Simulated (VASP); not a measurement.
Set up this calculation in VASP 6.6.1, as the native input.

- Task: single point
- Functional: PBE
- Potentials or basis: VASP PAW PBE potentials, release 64 (Rb_sv, Si)
- Cutoff: 520 eV
- k mesh: 12 × 12 × 8
- Occupations: gaussian, width 0.1 eV
- Spin: no spin polarisation
- Dipole correction: no
- k mesh for the DOS: 18 × 18 × 12
- Occupations for the DOS: tetrahedron
- Further INCAR settings: ALGO = Normal; EDIFF = 1e-06; NBANDS = 16

RbSi2:

```
Rb Si
1.0
     4.03339    0.00000    0.00000
    -2.01670    3.49302    0.00000
     0.00000    0.00000    5.82305
Rb Si
1 2
Direct
  0.00000 0.00000 0.50000
  0.33333 0.66667 0.00000
  0.66667 0.33333 0.00000
```

These files were run (other wordings do the same):

POSCAR

```
RbSi2
1.0
    4.0333911165      0.0000000000      0.0000000000
   -2.0166955582      3.4930191703      0.0000000000
    0.0000000000      0.0000000000      5.8230525860
Rb Si
1 2
Direct
    0.0000000000      0.0000000000      0.5000000000
    0.3333333333      0.6666666667      0.0000000000
    0.6666666667      0.3333333333      0.0000000000
```

INCAR.step1

```
PREC = Accurate
ENCUT = 520
EDIFF = 1E-6
ISMEAR = 0
SIGMA = 0.1
LREAL = F
LASPH = T
NELM = 100
ALGO = Normal
ISIF = 2
LWAVE = F
LCHARG = T
GGA = PE
NBANDS = 16
```

KPOINTS.step1

```
Automatic mesh
0
Gamma
  12 12 8
```

INCAR.step2

```
PREC = Accurate
ENCUT = 520
EDIFF = 1E-6
ISMEAR = -5
SIGMA = 0.1
LREAL = F
LASPH = T
NELM = 100
ALGO = Normal
ISIF = 2
LWAVE = F
LCHARG = F
GGA = PE
LORBIT = 11
NBANDS = 16
NEDOS = 2001
ICHARG = 11
```

KPOINTS.step2

```
Automatic mesh
0
Gamma
  18 18 12
```

Potentials or basis: VASP PAW PBE potentials, release 64 (Rb_sv, Si).

The run is started by

```bash
$ cat potpaw_PBE.64/Rb_sv/POTCAR potpaw_PBE.64/Si/POTCAR > POTCAR
$ cp INCAR.step1 INCAR
$ cp KPOINTS.step1 KPOINTS
$ mpirun -np 1 vasp_std > vasp.out
$ cp INCAR.step2 INCAR
$ cp KPOINTS.step2 KPOINTS
$ mpirun -np 1 vasp_std > vasp.out
```

Results of the run:

```
Valence electrons inside the program's atomic spheres : Rb 7.33; Si 1.65
```

It took 3.9 min on 1 thread of Intel(R) Xeon(R) Platinum 8259CL CPU @ 2.50GHz (Skylake/Cascade Lake), with other jobs on the host, peak memory 0.42 GiB.
